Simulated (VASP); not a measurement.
Wanted: the native input for a VASP 6.6.1 run.

| Item | Value |
| --- | --- |
| Task | single point |
| Functional | PBEsol |
| Potentials or basis | VASP PAW PBE potentials, release 64 (B, N) |
| Cutoff | 520 eV |
| k mesh | 12 × 12 × 6 |
| Occupations | gaussian, width 0.05 eV |
| Spin | no spin polarisation |
| Dipole correction | no |
| Further INCAR settings | ALGO = Normal; EDIFF = 1e-06; NBANDS = 16 |

The structure of BN lies in POSCAR:

```
BN
1.0
    2.5539396017      0.0000000000      0.0000000000
   -1.2769698009      2.2117765748      0.0000000000
    0.0000000000      0.0000000000      4.2268550000
B N
2 2
Direct
    0.6666666667      0.3333333333      0.9997240000
    0.3333333333      0.6666666667      0.4997240000
    0.6666666667      0.3333333333      0.6075323111
    0.3333333333      0.6666666667      0.1075323111
```

This cell differs from its parent crystal: all N atoms moved -0.075 Å, as atom 3 along Cartesian [0 0 1].

The input as run:

INCAR

```
SYSTEM = BN
ALGO = Normal
EDIFF = 1E-6
ENCUT = 520
GGA = PS
ISIF = 2
ISMEAR = 0
LASPH = .True.
LCHARG = .True.
LELF = .True.
LREAL = .False.
LVHAR = .True.
LWAVE = .False.
NBANDS = 16
NELM = 100
PREC = Accurate
SIGMA = 0.05
```

KPOINTS

```
k-points
0
Gamma
  12 12 6
  0 0 0
```

Potentials or basis: VASP PAW PBE potentials, release 64 (B, N).

The run is started by

```console
$ cat potpaw_PBE.64/B/POTCAR potpaw_PBE.64/N/POTCAR > POTCAR
$ mpirun -np 1 vasp_std > vasp.out
```

It gave:

- Pressure: -3.2 GPa
- Largest force: 1.414 eV/Å
- Band gap on the k mesh: 5.33 eV, indirect (least direct gap 7.46 eV)

Caveat: the cell differs from its parent crystal (all N atoms moved -0.075 Å, as atom 3 along Cartesian [0 0 1]); the PAW data sets were made with another functional, which shifts forces and pressure a little.

Wall time 30 s on 1 thread of Intel(R) Xeon(R) Platinum 8375C CPU @ 2.90GHz (Ice Lake), on a shared host, peak memory 0.14 GiB.
